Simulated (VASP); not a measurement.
Wanted: the native input for a VASP 6.6.1 run.

```yaml
Task: single point
Functional: LDA
Potentials_or_basis: VASP PAW LDA potentials, release 64 (F)
Cutoff: 520 eV
k_mesh: 19 × 19 × 10
Occupations: fermi-dirac, width 0.1 eV
Spin: no spin polarisation
Dipole_correction: no
Further_INCAR_settings: ALGO = Normal; EDIFF = 1e-06; NBANDS = 14
```

The structure of F lies in POSCAR:

```
F
1.0
    2.2080547002     -0.0000000001      0.0000000000
   -1.1040273500      1.9122314633      0.0000000000
    0.0000000000      0.0000000000      2.8202319863
F
2
Direct
    0.3333333333      0.6666666667      0.2500000000
    0.6666666667      0.3333333333      0.7500000000
```

These files were run (other wordings do the same):

INCAR

```
SYSTEM = F
ALGO = Normal ; EDIFF = 1E-6
ENCUT = 520 ; ISIF = 2
ISMEAR = -1 ; LASPH = .True.
LCHARG = .False. ; LREAL = .False.
LWAVE = .False. ; NBANDS = 14
NELM = 100 ; PREC = Accurate
SIGMA = 0.1
```

KPOINTS

```
k-points
0
Gamma
  19 19 10
  0 0 0
```

Potentials or basis: VASP PAW LDA potentials, release 64 (F).

Command:

```console
$ cat potpaw_LDA.64/F/POTCAR > POTCAR
$ mpirun -np 1 vasp_std > vasp.out
```

Results of the run:

```
Pressure               : 92.8 GPa
Band gap on the k mesh : zero (bands 7 and 8 overlap by 2.33 eV)
```

Caveat: the cell stands under pressure.

Wall time 6.9 s on 1 thread of Intel(R) Xeon(R) 6975P-C (Granite Rapids), with other jobs on the host, peak memory 0.13 GiB.
